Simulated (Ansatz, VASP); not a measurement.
# Two plane-wave programs on SnO2

```
Sn O
1.0
     4.95100    0.00000    0.00000
     0.00000    4.95100    0.00000
     0.00000    0.00000    3.12549
Sn O
2 4
Direct
  0.00000 0.00000 0.00000
  0.50000 0.50000 0.50000
  0.30725 0.30725 0.00000
  0.19275 0.80725 0.50000
  0.80725 0.19275 0.50000
  0.69275 0.69275 0.00000
```

Change from the starting cell: epitaxial_xy strain +4.0%.

Alike in both runs: task single point; functional r2SCAN; k mesh 6 × 6 × 8; no spin polarisation.

```csv
,VASP,Ansatz
version,VASP 6.6.1,Ansatz 0.2.0
potentials or method,"VASP PAW PBE potentials, release 64 (Sn_d, O)","plane waves, PAW"
plane-wave cutoff (eV),520,500
occupations,"gaussian, width 0.01 eV",fixed
valence electrons in the cell,52,52
```

VASP gave:

```
gap on the k mesh at the Fermi level (eV)                     : 1.44
pressure (GPa)                                                : -6.3
traceless stress, the component that is largest in VASP (GPa) : 7.78
rms of the force components (eV/Å)                            : 0.029
```

Q: Estimate Ansatz's values.

A: gap on the k mesh at the Fermi level (eV): 1.42; pressure (GPa): -7.3; traceless stress, the component that is largest in VASP (GPa): 7.24; rms of the force components (eV/Å): 0.000.

VASP's potentials were made for PBE, not for r2SCAN. Atom by atom the forces differ by 0.028 eV/Å (rms over components).
